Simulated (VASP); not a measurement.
Wanted: the native input for a VASP 6.6.1 run.

| Quantity | Value |
| --- | --- |
| Task | single point |
| Functional | PBE |
| Potentials or basis | VASP PAW PBE potentials, release 64 (Zn, S) |
| Cutoff | 520 eV |
| k mesh | 14 × 14 × 14 |
| Occupations | fermi-dirac, width 0.08 eV |
| Spin | no spin polarisation |
| Dipole correction | no |
| Further INCAR settings | ALGO = Normal; EDIFF = 1e-06; NBANDS = 16 |

The structure of ZnS (CsCl type) lies in POSCAR:

```
ZnS
1.0
    3.1106498358      0.0000000000      0.0000000000
    0.0000000000      3.1106498358      0.0000000000
    0.0000000000      0.0000000000      3.1106498358
Zn S
1 1
Direct
    0.0000000000      0.0000000000      0.0000000000
    0.5000000000      0.5000000000      0.5000000000
```

These files were run (other wordings do the same):

INCAR

```
SYSTEM = ZnS
ALGO     = Normal         ! electronic algorithm
EDIFF    = 1E-6           ! SCF threshold, eV
ENCUT    = 520            ! plane-wave cutoff, eV
GGA      = PE             ! functional
ISIF     = 2              ! what is computed and relaxed
ISMEAR   = -1             ! smearing method
LASPH    = .True.         ! aspherical terms in the spheres
LCHARG   = .False.        ! write CHGCAR
LREAL    = .False.        ! projectors in reciprocal space
LWAVE    = .False.        ! write WAVECAR
NBANDS   = 16             ! bands
NELM     = 80             ! most SCF steps
PREC     = Accurate       ! precision mode
SIGMA    = 0.08           ! smearing width, eV
```

KPOINTS

```
k-points
0
Gamma
  14 14 14
  0 0 0
```

Potentials or basis: VASP PAW PBE potentials, release 64 (Zn, S).

Command:

```bash
$ cat potpaw_PBE.64/Zn/POTCAR potpaw_PBE.64/S/POTCAR > POTCAR
$ mpirun -np 1 vasp_std > vasp.out
```

It gave:

```json
{"Pressure": "7.5 GPa", "Band gap on the k mesh": "zero (bands 9 and 10 overlap by 1.48 eV)"}
```

Caveat: the cell stands under pressure.

Wall time 49 s on 1 thread of Intel Xeon 8259CL, on a shared host, peak memory 0.18 GiB.
